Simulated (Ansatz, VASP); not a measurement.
## Two plane-wave programs on Ba

```xyz
1
Lattice="-2.8063 2.8063 1.9841 2.8063 -2.8063 1.9841 2.8063 2.8063 -1.9841" Properties=species:S:1:pos:R:3 pbc="T T T"
Ba    0.0000    0.0000    0.0000
```

Alike in both runs: task single point; functional LDA; k mesh 16 × 16 × 16; occupations gaussian, width 0.15 eV; no spin polarisation.

|  | VASP | Ansatz |
| --- | --- | --- |
| version | VASP 6.6.1 | Ansatz 0.2.0 |
| potentials or method | VASP PAW LDA potentials, release 64 (Ba_sv), cutoff 520 eV | scalar-relativistic, plane waves, PAW |
| valence electrons in the cell | 10 | 10 |

```tsv
	VASP	Ansatz	Ansatz less VASP
gap on the k mesh at the Fermi level (eV)	none	none	-
pressure (GPa)	-0.8	-0.9	-0.04
traceless stress, the component that is largest in VASP (GPa)	2.72	2.72	-0.005
```

LDA's correlation is that of Perdew and Zunger in VASP and of Perdew and Wang (1992) in Ansatz. A gap of «none» marks a metal or a gap that the smearing closes.

Spin-orbit coupling is off throughout.
